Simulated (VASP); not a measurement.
# AlN: single point with r2SCAN+D3(BJ)

Crystal: AlN.

```xyz
2
Lattice="0.0000 2.2127 2.2127 2.2127 0.0000 2.2127 2.2127 2.2127 0.0000" Properties=species:S:1:pos:R:3 pbc="T T T"
Al    0.0000    0.0000    0.0000
N     1.1064    1.1064    1.1064
```

| Item | Value |
| --- | --- |
| Program | VASP 6.6.1 |
| Task | single point |
| Functional | r2SCAN |
| Dispersion | D3(BJ) |
| Potentials or basis | VASP PAW PBE potentials, release 64 (Al, N) |
| Cutoff | 520 eV |
| k mesh | 10 × 10 × 10 |
| Occupations | fermi-dirac, width 0.05 eV |
| Spin | no spin polarisation |

| Property | Result |
| --- | --- |
| Pressure | -9.7 GPa |
| Band gap on the k mesh | 3.90 eV, indirect (least direct gap 4.53 eV) |
| Dispersion energy per atom | -0.122 eV |

Levels at points of the mesh, in eV from the valence-band top:
```csv
k point,band 2,band 3,band 4,band 5,band 6,band 7
"(0.00, 0.00, 0.00)",0.00,0.00,0.00,4.53,13.12,13.12
"(0.50, 0.00, 0.00)",-5.73,-0.48,-0.48,7.84,10.54,11.69
"(0.50, 0.50, 0.00)",-4.83,-1.76,-1.76,3.90,9.23,14.65
```

It took 26 s on 1 thread of AMD EPYC 9R45 96-Core Processor (Zen 5) (shared host), peak memory 0.12 GiB.

Caveat: the PAW data sets were made with another functional, which shifts forces and pressure a little. r2SCAN opens gaps a little over a GGA but as a rule still falls short of measured ones.
